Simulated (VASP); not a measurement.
Set up this calculation in VASP 6.6.1, as the native input.

* Task: single point
* Functional: BLYP
* Potentials or basis: VASP PAW PBE potentials, release 64 (Pt)
* Cutoff: 520 eV
* k mesh: 15 × 15 × 15
* Occupations: fermi-dirac, width 0.1 eV
* Spin: no spin polarisation
* Dipole correction: no
* Further INCAR settings: ALGO = Normal; EDIFF = 1e-06; NBANDS = 11

The structure of Pt lies in POSCAR:

```
Pt
1.0
   -1.6365160221      1.6365160221      1.6365160221
    1.6365160221     -1.6365160221      1.6365160221
    1.6365160221      1.6365160221     -1.6365160221
Pt
1
Direct
    0.0000000000      0.0000000000      0.0000000000
```

This cell differs from its parent crystal: volume scaled by 1.04.

The input as run:

INCAR

```
SYSTEM = Pt
AGGAC = 1.0 ; AGGAX = 1.0
ALDAC = 0.0 ; ALDAX = 1.0
ALGO = Normal ; EDIFF = 1E-6
ENCUT = 520 ; GGA = B5
ISIF = 2 ; ISMEAR = -1
LASPH = .True. ; LCHARG = .False.
LREAL = .False. ; LWAVE = .False.
NBANDS = 11 ; NELM = 100
PREC = Accurate ; SIGMA = 0.1
```

KPOINTS

```
k-points
0
Gamma
  15 15 15
  0 0 0
```

Potentials or basis: VASP PAW PBE potentials, release 64 (Pt).

Command:

```bash
$ cat potpaw_PBE.64/Pt/POTCAR > POTCAR
$ mpirun -np 1 vasp_std > vasp.out
```

It gave:

```
Pressure               : -6.1 GPa
Band gap on the k mesh : zero (band 5 reaches 9.79 eV, above the bottom of band 6 at 8.05 eV)
```

Caveat: the PAW data sets were made with another functional, which shifts forces and pressure a little; spin-orbit coupling is left out, which moves the levels of the heavy elements.

It took 8.6 s on 1 thread of Intel(R) Xeon(R) 6975P-C (Granite Rapids), with other jobs on the host, peak memory 0.16 GiB.
